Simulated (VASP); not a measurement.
# As (Fd-3m) in VASP: notebook

Runs on As. Level: LDA. Tasks: single point, relaxation of cell and atoms.

Program: VASP 6.6.1. These are calculated values, not measurements. Logs are shortened: lines on timing, memory, paths and dates and some standing lists are left out, and cuts for length are marked.

### 1 The cell of the first run

The structure is cubic, space group Fd-3m (No. 227). The conventional cell has a = 5.980 Å, b = 5.980 Å, c = 5.980 Å, α = 90.00°, β = 90.00°, γ = 90.00°. Within 3.4 Å of As (site symmetry -43m) lie 4 As at 2.59 Å.

### 2 Single point, LDA

File INCAR:

```
ALGO     = Normal         # electronic algorithm
EDIFF    = 1E-6           # SCF threshold, eV
ENCUT    = 500            # plane-wave cutoff, eV
GGA_COMPAT= F            
ISIF     = 2              # what is computed and relaxed
ISMEAR   = -1             # smearing method
LASPH    = T              # aspherical terms in the spheres
LCHARG   = F              # write CHGCAR
LREAL    = F              # projectors in reciprocal space
LWAVE    = F              # write WAVECAR
NBANDS   = 12             # bands
NELM     = 120            # most SCF steps
PREC     = Accurate       # precision mode
SIGMA    = 0.1            # smearing width, eV
```

File KPOINTS:

```
k-points
0
Gamma
  7 7 7
```

File POSCAR:

```
As
1.0
    0.0000000000      2.9901626459      2.9901626459
    2.9901626459      0.0000000000      2.9901626459
    2.9901626459      2.9901626459      0.0000000000
As
2
Direct
    1.0000000000      1.0000000000      1.0000000000
    0.2500000000      0.2500000000      0.2500000000
```

Potentials or basis: VASP PAW LDA potentials, release 64 (As).

Run with:

```
$ cat potpaw_LDA.64/As/POTCAR > POTCAR
$ mpirun -np 1 vasp_std > vasp.out
```

OUTCAR:

```text
EDIFF = 1E-6
   ENCUT = 500
   ISIF = 2
   ISMEAR = -1
   LASPH = T
   LREAL = F
   NELM = 120
   PREC = Accurate

 ion  position               nearest neighbor table
   1  0.000  0.000  0.000-   2 2.59   2 2.59   2 2.59   2 2.59
   2  0.250  0.250  0.250-   1 2.59   1 2.59   1 2.59   1 2.59

  LATTYP: Found a face centered cubic cell.
 ALAT       =     5.9803252918

  Lattice vectors:

 A1 = (   0.0000000000,   2.9901626459,   2.9901626459)
 A2 = (   2.9901626459,   0.0000000000,   2.9901626459)
 A3 = (   2.9901626459,   2.9901626459,   0.0000000000)

Analysis of symmetry for initial positions (statically):
=====================================================================
 Subroutine PRICEL returns:
 Original cell was already a primitive cell.

 Routine SETGRP: Setting up the symmetry group for a
 face centered cubic supercell.

 Subroutine GETGRP returns: Found 48 space group operations
 (whereof 24 operations were pure point group operations)
 out of a pool of 48 trial point group operations.

The static configuration has the point symmetry T_d .
 The point group associated with its full space group is O_h .

Analysis of symmetry for dynamics (positions and initial velocities):
=====================================================================
 Subroutine PRICEL returns:
 Original cell was already a primitive cell.

 Routine SETGRP: Setting up the symmetry group for a
 face centered cubic supercell.

 Subroutine GETGRP returns: Found 48 space group operations
 (whereof 24 operations were pure point group operations)
 out of a pool of 48 trial point group operations.

The dynamic configuration has the point symmetry T_d .
 The point group associated with its full space group is O_h .

 Subroutine INISYM returns: Found 48 space group operations
 (whereof 24 operations are pure point group operations),
 and found     1 'primitive' translations

----------------------------------------------------------------------------------------

                                     Primitive cell

  volume of cell :      53.4705

  direct lattice vectors                    reciprocal lattice vectors
     0.000000000  2.990162646  2.990162646    -0.167214984  0.167214984  0.167214984
     2.990162646  0.000000000  2.990162646     0.167214984 -0.167214984  0.167214984
     2.990162646  2.990162646  0.000000000     0.167214984  0.167214984 -0.167214984

  length of vectors
     4.228728568  4.228728568  4.228728568     0.289624849  0.289624849  0.289624849

  position of ions in fractional coordinates (direct lattice)
     0.000000000  0.000000000  0.000000000
     0.250000000  0.250000000  0.250000000

  ion indices of the primitive-cell ions
   primitive index   ion index
                 1           1
                 2           2

----------------------------------------------------------------------------------------

 KPOINTS: k-points

Automatic generation of k-mesh.
 Grid dimensions read from file:
 generate k-points for:    7    7    7

 Generating k-lattice:

  Cartesian coordinates                     Fractional coordinates (reciprocal lattice)
    -0.023887855  0.023887855  0.023887855     0.142857143  0.000000000  0.000000000
     0.023887855 -0.023887855  0.023887855     0.000000000  0.142857143  0.000000000
     0.023887855  0.023887855 -0.023887855     0.000000000  0.000000000  0.142857143

  Length of vectors
     0.041374978  0.041374978  0.041374978

  Shift w.r.t. Gamma in fractional coordinates (k-lattice)
     0.000000000  0.000000000  0.000000000

 Subroutine IBZKPT returns following result:
 ===========================================

 Found     20 irreducible k-points:

 Following reciprocal coordinates:
            Coordinates               Weight
  0.000000  0.000000  0.000000      1.000000
  0.142857  0.000000  0.000000      8.000000
  0.285714  0.000000  0.000000      8.000000
  0.428571  0.000000  0.000000      8.000000
  0.142857  0.142857  0.000000      6.000000
  0.285714  0.142857  0.000000     24.000000
[... 12 lines left out ...]
 -0.428571  0.428571  0.142857     24.000000
 -0.285714  0.428571  0.142857     24.000000
   k-points           NKPTS =     20   k-points in BZ     NKDIM =     20   number of bands    NBANDS=     12
   number of dos      NEDOS =    301   number of ions     NIONS =      2
   total plane-waves  NPLWV =  32768
   dimension x,y,z NGX =    32 NGY =   32 NGZ =   32
   dimension x,y,z NGXF=    64 NGYF=   64 NGZF=   64
   ions per type =               2
   NGX,Y,Z   is equivalent  to a cutoff of  12.58, 12.58, 12.58 a.u.
   NGXF,Y,Z  is equivalent  to a cutoff of  25.16, 25.16, 25.16 a.u.
 SYSTEM =  unknown system
   PREC   = accura    normal or accurate (medium, high low for compatibility)
   ISTART =      0    job   : 0-new  1-cont  2-samecut
   ICHARG =      2    charge: 1-file 2-atom 10-const
   ISPIN  =      1    spin polarized calculation?
   LNONCOLLINEAR =      F non collinear calculations
   LSORBIT =      F    spin-orbit coupling
   LASPH  =      T    aspherical Exc in radial PAW
   ENCUT  =  500.0 eV  36.75 Ry    6.06 a.u.   7.71  7.71  7.71*2*pi/ulx,y,z
   NELM   =    120;   NELMIN=  2; NELMDL= -5     # of ELM steps
   EDIFF  = 0.1E-05   stopping-criterion for ELM
   LREAL  =      F    real-space projection
   EDIFFG = 0.1E-04   stopping-criterion for IOM
   NSW    =      0    number of steps for IOM
   IBRION =     -1    ionic relax: 0-MD 1-quasi-New 2-CG
   NFREE  =      0    steps in history (QN), initial steepest desc. (CG)
   ISIF   =      2    stress and relaxation
   ISYM   =      2    0-nonsym 1-usesym 2-fastsym
   POTIM  = 0.5000    time-step for ionic-motion
   TEBEG  =    0.0;   TEEND  =   0.0 temperature during run
   PSTRESS=    0.0 pullay stress
   NELECT =      10.0000    total number of electrons
   NUPDOWN=      -1.0000    fix difference up-down
   EMIN   =  10.00;   EMAX   =-10.00  energy-range for DOS
   EFERMI =   0.00;   METHOD = LEGACY
   ISMEAR =    -1;   SIGMA  =   0.10  broadening in eV -4-tet -1-fermi 0-gaus
   EFERMI_NEDOS =   21; number of points for ismear=-14 and -15
   IALGO  =     38    algorithm
   IMIX   =      4    mixing-type and parameters
     AMIX     =   0.40;   BMIX     =  1.00
     AMIX_MAG =   1.60;   BMIX_MAG =  1.00
  volume/ion in A,a.u.               =      26.74       180.42
  Fermi-wavevector in a.u.,A,eV,Ry     =   0.936203  1.769167 11.925180  0.876476
  Thomas-Fermi vector in A             =   2.063188
   LORBIT       =      0    0 simple, 1 ext, 2 COOP (PROOUT), +10 PAW based schemes
   GGA     = CA    functional components
   LHFCALC =     F    Hartree Fock is set to
   AEXX    =    0.0000 exact exchange contribution
   IVDW    =     0    specifies the selected vdW correction
   LEPSILON=     F    determine dielectric tensor
   LRPA    =     F    only Hartree local field effects (RPA)
 non-spin polarized calculation
  energy-cutoff  :      500.00
  volume of cell :       53.47
 maximum number of plane-waves:      1374
   NGX = 15   NGY = 15   NGZ = 15

 number of electron      10.0000002 magnetization

 Free energy of the ion-electron system (eV)
  ---------------------------------------------------
  ext. energy  EPLUGINS =         0.00000000
  ---------------------------------------------------
  free energy    TOTEN  =        -9.95968917 eV

  energy without entropy =       -9.91183139  energy(sigma->0) =       -9.93576028

 E-fermi :   3.5250     XC(G=0):  -9.0984

 val. band max:        3.4542248617   @ k =   0.1429   0.1429   0.0000
 cond. band min:       3.5789951024   @ k =  -0.4286   0.4286   0.0000
 fundamental gap:      0.1247702408
 Fermi energy:         3.5250442484

 k-point     1 :       0.0000    0.0000    0.0000
  band No.  band energies     occupation
      1     -10.6924      2.00000
      2      -2.3182      2.00000
      3       1.2245      2.00000
      4       1.2245      2.00000
      5       1.2245      2.00000
      6       4.0131      0.01507
      7       4.0131      0.01507
      8       4.0131      0.01507
      9       8.1340      0.00000
     10      11.3732      0.00000
     11      11.3732      0.00000
     12      13.0908      0.00000

 k-point     2 :       0.1429    0.0000    0.0000
  band No.  band energies     occupation
      1     -10.5048      2.00000
      2      -3.1857      2.00000
      3       0.9613      2.00000
      4       0.9613      2.00000
      5       1.2867      2.00000
      6       4.3968      0.00033
      7       4.3968      0.00033
      8       4.5153      0.00010
      9       9.0175      0.00000
     10      10.7081      0.00000
     11      10.7081      0.00000
     12      12.4155      0.00000

 k-point     3 :       0.2857    0.0000    0.0000
  band No.  band energies     occupation
      1      -9.9835      2.00000
      2      -4.7617      2.00000
      3       0.5297      2.00000
      4       0.5297      2.00000
      5       0.9819      2.00000
      6       4.9959      0.00000
      7       4.9959      0.00000
      8       6.1669      0.00000
      9       9.9778      0.00000
     10      10.6275      0.00000
     11      10.6275      0.00000
     12      12.5804      0.00000

 k-point     4 :       0.4286    0.0000    0.0000
  band No.  band energies     occupation
      1      -9.3605      2.00000
      2      -6.0203      2.00000
      3       0.2663      2.00000
      4       0.2663      2.00000
      5       0.6963      2.00000
      6       5.2541      0.00000
      7       5.2541      0.00000
      8       8.1102      0.00000
      9      10.0874      0.00000
     10      11.7716      0.00000
     11      11.7716      0.00000
     12      11.9084      0.00000

 k-point     5 :       0.1429    0.1429    0.0000
  band No.  band energies     occupation
      1     -10.4399      2.00000
      2      -3.3823      2.00000
      3       0.5659      2.00000
      4       0.5659      2.00000
      5       2.1820      2.00000
      6       3.4542      1.34000
      7       4.9906      0.00000
      8       4.9906      0.00000
      9       9.3225      0.00000
     10       9.5842      0.00000
     11      11.6892      0.00000
     12      13.6903      0.00000
[... 168 lines left out ...]
      1      -9.5054      2.00000
      2      -5.5727      2.00000
      3      -0.9543      2.00000
      4      -0.1121      2.00000
      5       3.0141      1.98799
      6       3.9327      0.03336
      7       6.2268      0.00000
      8       6.5799      0.00000
      9       9.6723      0.00000
     10      11.1813      0.00000
     11      12.2745      0.00000
     12      14.5991      0.00000

 k-point    18 :      -0.4286    0.2857    0.1429
  band No.  band energies     occupation
      1      -8.8567      2.00000
      2      -6.5547      2.00000
      3      -1.4501      2.00000
      4      -0.4317      2.00000
      5       3.0966      1.97282
      6       4.8768      0.00000
      7       6.4238      0.00000
      8       7.0567      0.00000
      9       9.7766      0.00000
     10      11.0732      0.00000
     11      12.8232      0.00000
     12      13.6250      0.00000

 k-point    19 :      -0.4286    0.4286    0.1429
  band No.  band energies     occupation
      1      -8.4219      2.00000
      2      -7.0642      2.00000
      3      -1.2820      2.00000
      4      -0.9814      2.00000
      5       3.6075      0.60943
      6       3.6263      0.53315
      7       6.8842      0.00000
      8       7.9037      0.00000
      9      10.6885      0.00000
     10      10.8421      0.00000
     11      13.5032      0.00000
     12      14.4693      0.00000

 k-point    20 :      -0.2857    0.4286    0.1429
  band No.  band energies     occupation
      1      -8.1941      2.00000
      2      -7.3112      2.00000
      3      -1.6278      2.00000
      4      -0.9239      2.00000
      5       3.6198      0.55865
      6       5.1378      0.00000
      7       6.5893      0.00000
      8       6.7924      0.00000
      9       9.7855      0.00000
     10      11.4287      0.00000
     11      12.9671      0.00000
     12      14.9202      0.00000

------------------------ aborting loop because EDIFF is reached ----------------------------------------

  FORCE on cell =-STRESS in cart. coord.  units (eV):
  Direction    XX          YY          ZZ          XY          YZ          ZX
  --------------------------------------------------------------------------------------
  -------------------------------------------------------------------------------------
  Total        0.0908150      0.0908150      0.0908150      0.0000000      0.0000000     -0.0000000
  in kB        2.7211591      2.7211591      2.7211591      0.0000000      0.0000000     -0.0000000
  external PRESSURE =       2.7211591 kB  Pullay stress =       0.0000000 kB

 VOLUME and BASIS-vectors are now :
 -----------------------------------------------------------------------------
  energy-cutoff  :      500.00
  volume of cell :       53.47
      direct lattice vectors                 reciprocal lattice vectors
     0.000000000  2.990162646  2.990162646    -0.167214984  0.167214984  0.167214984
     2.990162646  0.000000000  2.990162646     0.167214984 -0.167214984  0.167214984
     2.990162646  2.990162646  0.000000000     0.167214984  0.167214984 -0.167214984

 POSITION                                       TOTAL-FORCE (eV/Angst)
 -----------------------------------------------------------------------------------
      0.00000      0.00000      0.00000         0.000000      0.000000      0.000000
      1.49508      1.49508      1.49508        -0.000000     -0.000000     -0.000000
 -----------------------------------------------------------------------------------
    total drift:                               -0.000000      0.000000      0.000000

  FREE ENERGIE OF THE ION-ELECTRON SYSTEM (eV)
  ---------------------------------------------------
  free  energy   TOTEN  =        -9.9596891746 eV

  energy  without entropy=       -9.9118313889  energy(sigma->0) =       -9.93576028
```

Wall time 3.6 s (1 thread of Intel Xeon 6975P-C (Granite Rapids), shared host); peak memory 0.15 GiB.

What came out:

```yaml
Free_energy: -9.9597 eV
Pressure: 0.3 GPa
Band_gap_on_the_k_mesh: zero (band 5 reaches 3.62 eV, above the bottom of band 6 at 2.86 eV)
```

### 3 Relaxation of cell and atoms, LDA

This run uses another cell than the first one, of 26.82 Å³/atom, 1.003 times its volume.

File INCAR:

```
PREC     = Accurate       # precision mode
ENCUT    = 500            # plane-wave cutoff, eV
EDIFF    = 1E-7           # SCF threshold, eV
ISMEAR   = -1             # smearing method
SIGMA    = 0.1            # smearing width, eV
LREAL    = F              # projectors in reciprocal space
LASPH    = T              # aspherical terms in the spheres
NELM     = 120            # most SCF steps
ALGO     = Normal         # electronic algorithm
ISIF     = 3              # what is computed and relaxed
LWAVE    = F              # write WAVECAR
LCHARG   = F              # write CHGCAR
IBRION   = 2              # ionic algorithm
NSW      = 80             # ionic steps
EDIFFG   = -0.03          # ionic threshold
GGA_COMPAT= F            
NELMIN   = 4
```

File KPOINTS:

```
regular mesh
0
Gamma
  7 7 7
```

File POSCAR:

```
As
1.0
    0.0000000000      2.9933303940      2.9933303940
    2.9933303940      0.0000000000      2.9933303940
    2.9933303940      2.9933303940      0.0000000000
As
2
Direct
    1.0000000000      1.0000000000      1.0000000000
    0.2500000000      0.2500000000      0.2500000000
```

Potentials or basis: VASP PAW LDA potentials, release 64 (As).

Run with:

```
$ cat potpaw_LDA.64/As/POTCAR > POTCAR
$ mpirun -np 1 vasp_std > vasp.out
```

It took 3.5 s on 1 thread of Intel Xeon 6975P-C (Granite Rapids), shared host; peak memory 0.14 GiB.

It converged, with:

| Property | Result |
| --- | --- |
| Free energy | -9.9599 eV |
| Pressure after relaxing | 0.1 GPa |
| Band gap on the k mesh | zero (band 5 reaches 3.59 eV, above the bottom of band 6 at 2.84 eV) |

Final structure:
```
CELL_PARAMETERS angstrom
0.00000 2.99333 2.99333
2.99333 0.00000 2.99333
2.99333 2.99333 0.00000
ATOMIC_POSITIONS crystal
As 0.00000 0.00000 0.00000
As 0.25000 0.25000 0.25000
```

Levels at points of the mesh, in eV from the Fermi level:
| k point | band 2 | band 3 | band 4 | band 5 | band 6 | band 7 | band 8 | band 9 |
| --- | --- | --- | --- | --- | --- | --- | --- | --- |
| (0.00, 0.00, 0.00) | -5.86 | -2.29 | -2.29 | -2.29 | 0.49 | 0.49 | 0.49 | 4.61 |

Caveat: the relaxation stopped at its first step, so nothing moved.
